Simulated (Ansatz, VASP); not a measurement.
## K3Zr2S: VASP beside Ansatz

The input INCAR:

```
SYSTEM = K3Zr2S
ALGO = Normal
EDIFF = 1E-6
ENCUT = 520
GGA = PE
ISIF = 2
ISMEAR = 0
ISPIN = 2
LASPH = .True.
LCHARG = .False.
LMAXMIX = 4
LORBIT = 11
LREAL = .False.
LWAVE = .False.
MAGMOM = 0 0 0 1 1 0
NBANDS = 42
NELM = 150
PREC = Accurate
SIGMA = 0.1
```

File KPOINTS:

```
k-points
0
Gamma
  3 3 4
  0 0 0
```

The input POSCAR:

```
K3Zr2S
1.0
    5.7701913037      0.0000000000      0.0000000000
   -2.8850956519      4.9971322537      0.0000000000
    0.0000000000      0.0000000000      6.5717084115
K Zr S
3 2 1
Direct
    0.5000000000      0.0000000000      0.0000000000
    0.0000000000      0.5000000000      0.0000000000
    0.5000000000      0.5000000000      0.0000000000
    0.3333333333      0.6666666667      0.5000000000
    0.6666666667      0.3333333333      0.5000000000
    0.0000000000      0.0000000000      0.5000000000
```

Input for Ansatz:

```yaml
crystal:
  lattice:
    - [5.7701913037, 0.0, 0.0]
    - [-2.8850956519, 4.9971322537, 0.0]
    - [0.0, 0.0, 6.5717084115]
  atoms:
    - { symbol: K, position: [0.5, 0.0, 0.0] }
    - { symbol: K, position: [0.0, 0.5, 0.0] }
    - { symbol: K, position: [0.5, 0.5, 0.0] }
    - { symbol: Zr, position: [0.3333333333, 0.6666666667, 0.5], spin: 1.0 }
    - { symbol: Zr, position: [0.6666666667, 0.3333333333, 0.5], spin: 1.0 }
    - { symbol: S, position: [0.0, 0.0, 0.5] }
basis:
  ecutwfc: 420
kpoints:
  mp_grid: { grid: [3, 3, 4] }
hamiltonian:
  xc: pbe
scf:
  occupations: { method: gaussian, width: 0.1 }
  lower_state_search: "off"
output:
  forces: true
  stress: true
  eigenvalues: true
  populations: true
magnetization:
  spin_polarized: true
```

Alike in both runs: task single point; functional PBE; k mesh 3 × 3 × 4; occupations gaussian, width 0.1 eV; collinear spin.

```csv
,VASP,Ansatz
version,VASP 6.6.1,Ansatz 0.2.0
potentials or method,"VASP PAW PBE potentials, release 64 (K_sv, Zr_sv, S), cutoff 520 eV","scalar-relativistic, plane waves, PAW"
valence electrons in the cell,57,57
```

```csv
,VASP,Ansatz,Ansatz less VASP
gap on the k mesh at the Fermi level (eV),none,none,-
pressure (GPa),1.3,1.2,-0.06
"traceless stress, the component that is largest in VASP (GPa)",-0.24,-0.19,+0.048
net moment per atom (μB),0.76,0.76,0.000
size of the moment on the site where the two differ most (μB),1.23,1.44,+0.215
```

Site moments also hang on the region over which each program counts them. A gap of «none» marks a metal or a gap that the smearing closes.

The k mesh is coarse, so the values compare programs but aren't converged.
